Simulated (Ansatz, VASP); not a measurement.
One calculation of InP, two programs

```
CELL_PARAMETERS angstrom
6.83941 0.00000 0.00000
0.00000 6.83941 0.00000
0.00000 0.00000 4.10486
ATOMIC_POSITIONS crystal
In 0.68050 0.68050 0.00000
In 0.18050 0.81950 0.50000
In 0.81950 0.18050 0.50000
In 0.31950 0.31950 0.00000
P 0.81950 0.81950 0.50000
P 0.18050 0.18050 0.50000
P 0.68050 0.31950 0.00000
P 0.31950 0.68050 0.00000
```

Alike in both runs: task relaxation of cell and atoms; functional PBE; k mesh 4 × 4 × 4; occupations gaussian, width 0.1 eV; no spin polarisation.

|  | VASP | Ansatz |
| --- | --- | --- |
| version | VASP 6.6.1 | Ansatz 0.2.0 |
| potentials or method | VASP PAW PBE potentials, release 64 (In_d, P), cutoff 600 eV | scalar-relativistic, plane waves, PAW |
| valence electrons in the cell | 72 | 72 |

```tsv
	VASP	Ansatz	Ansatz less VASP
gap on the k mesh at the Fermi level, each at its own relaxed structure (eV)	0.56	0.56	+0.001
relaxed volume (Å³/atom)	27.86	27.89	+0.035
relaxed cell length with the largest relative difference (Å)	7.261	7.267	+0.0059
```

Noted on VASP's run: the volume moved by over 15 % at a fixed basis, so the end points are rough.
